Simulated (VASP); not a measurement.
Here is a VASP 6.6.1 calculation.

INCAR

```
  PREC = Accurate
  ENCUT = 520
  EDIFF = 1E-6
  ISMEAR = 0
  SIGMA = 0.05
  LREAL = F
  LASPH = T
  NELM = 80
  ALGO = Normal
  ISIF = 2
  LWAVE = F
  LCHARG = F
  GGA = PS
  NBANDS = 15
```

KPOINTS

```
Automatic mesh
0
Gamma
  6 6 6
```

Contents of POSCAR:

```
KBr
1.0
    0.0000000000      3.0128882984      3.0128882984
    3.0128882984      0.0000000000      3.0128882984
    3.0128882984      3.0128882984      0.0000000000
K Br
1 1
Direct
    0.0000000000      0.0000000000      0.0000000000
    0.5000000000      0.5000000000      0.5000000000
```

Potentials or basis: VASP PAW PBE potentials, release 64 (K_sv, Br).

Launch:

```console
$ cat potpaw_PBE.64/K_sv/POTCAR potpaw_PBE.64/Br/POTCAR > POTCAR
$ mpirun -np 1 vasp_std > vasp.out
```

**Question.** Estimate the band gap on the k mesh.

**Answer.** 5.09 eV.

**Question.** Predict the pressure.

**Answer.** 7.4 GPa.

Caveat: the cell differs from its parent crystal (strain -0.080 along x and y, -0.080 along z); the cell stands under pressure; the PAW data sets were made with another functional, which shifts forces and pressure a little. A k mesh can miss the band edges.
